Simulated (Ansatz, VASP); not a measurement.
# TiC in VASP and in Ansatz

Contents of INCAR:

```
SYSTEM = TiC
PREC = Accurate ; ENCUT = 520
EDIFF = 1E-7 ; ISMEAR = 0
SIGMA = 0.15 ; LREAL = .FALSE.
LASPH = .TRUE. ; NELM = 60
ALGO = Normal ; ISIF = 2
LWAVE = .FALSE. ; LCHARG = .FALSE.
GGA = PE ; NBANDS = 15
```

The input KPOINTS:

```
Automatic mesh
0
G
  24 24 24
  0 0 0
```

File POSCAR:

```
TiC
1.0
    0.0000000000      2.4914307527      2.1664615241
    1.8414922955      0.0000000000      2.1664615241
    1.8414922955      2.4914307527      0.0000000000
Ti C
1 1
Direct
    0.0000000000      0.0000000000      0.0000000000
    0.5000000000      0.5000000000      0.5000000000
```

Input for Ansatz:

```yaml
crystal:
  lattice:
    - [0.0, 2.4914307527, 2.1664615241]
    - [1.8414922955, 0.0, 2.1664615241]
    - [1.8414922955, 2.4914307527, 0.0]
  atoms:
    - { symbol: Ti, position: [0.0, 0.0, 0.0] }
    - { symbol: C, position: [0.5, 0.5, 0.5] }
basis:
  ecutwfc: 420
kpoints:
  mp_grid: { grid: [24, 24, 24] }
hamiltonian:
  xc: pbe
scf:
  occupations: { method: gaussian, width: 0.15 }
output:
  forces: true
  stress: true
  eigenvalues: true
```

Change from the starting cell: strain -0.1500 x Voigt [1, -1, 0, 0, 0, 0], atoms carried along.

Alike in both runs: task single point; functional PBE; k mesh 24 × 24 × 24; occupations gaussian, width 0.15 eV; no spin polarisation.

|  | VASP | Ansatz |
| --- | --- | --- |
| version | VASP 6.6.1 | Ansatz 0.2.0 |
| potentials or method | VASP PAW PBE potentials, release 64 (Ti_sv, C), cutoff 520 eV | scalar-relativistic, plane waves, PAW |
| valence electrons in the cell | 16 | 16 |

Ansatz gave:

```
gap on the k mesh at the Fermi level (eV)                     : none
pressure (GPa)                                                : 39.6
traceless stress, the component that is largest in VASP (GPa) : 98.63
```

Question: What did VASP give for the same quantities?

Answer: gap on the k mesh at the Fermi level (eV): none; pressure (GPa): 39.5; traceless stress, the component that is largest in VASP (GPa): 98.53.

A gap of «none» marks a metal or a gap that the smearing closes. Both programs put the cell under a high pressure, so it lies far from rest at this level.
